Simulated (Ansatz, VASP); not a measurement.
Ta6N5: VASP beside Ansatz

```xyz
11
Lattice="4.4253 -2.5549 0.0000 0.0000 5.1099 0.0000 0.0000 0.0000 5.7955" Properties=species:S:1:pos:R:3 pbc="T T T"
Ta    0.0143    1.6950    1.4470
Ta    0.0143    1.6950    4.3486
Ta    2.9502    1.7198    1.4470
Ta    2.9502    1.7198    4.3486
Ta    1.4608   -0.8599    1.4470
Ta    1.4608   -0.8599    4.3486
N     2.9502    0.0000    2.8978
N     1.4751    2.5549    0.0000
N     1.4751    2.5549    2.8978
N     0.0000    0.0000    0.0000
N     0.0000    0.0000    2.8978
```

Change from the starting cell: N vacancy (site a), charge +0, atoms relaxed at the host's cell.

Alike in both runs: functional PBE; k mesh 6 × 6 × 5; occupations gaussian, width 0.1 eV; no spin polarisation.

Ansatz relaxed the structure, and its values are those at the end. VASP's run is a single point on that final structure, the one shown.

|  | VASP | Ansatz |
| --- | --- | --- |
| version | VASP 6.6.1 | Ansatz 0.2.0 |
| potentials or method | VASP PAW PBE potentials, release 64 (Ta_pv, N), cutoff 520 eV | scalar-relativistic, plane waves, PAW |
| valence electrons in the cell | 91 | 103 |

Ansatz gave:

| Quantity | Value |
| --- | --- |
| gap on the k mesh at the Fermi level (eV) | none |
| rms of the force components (eV/Å) | 0.009 |

Q: Which values does VASP return?

A: gap on the k mesh at the Fermi level (eV): none; rms of the force components (eV/Å): 0.014.

A gap of «none» marks a metal or a gap that the smearing closes. VASP's potentials hold 91 valence electrons a cell and Ansatz's 103, so a difference there can come from the potentials and not from the codes.

Neither program's run includes spin-orbit coupling.
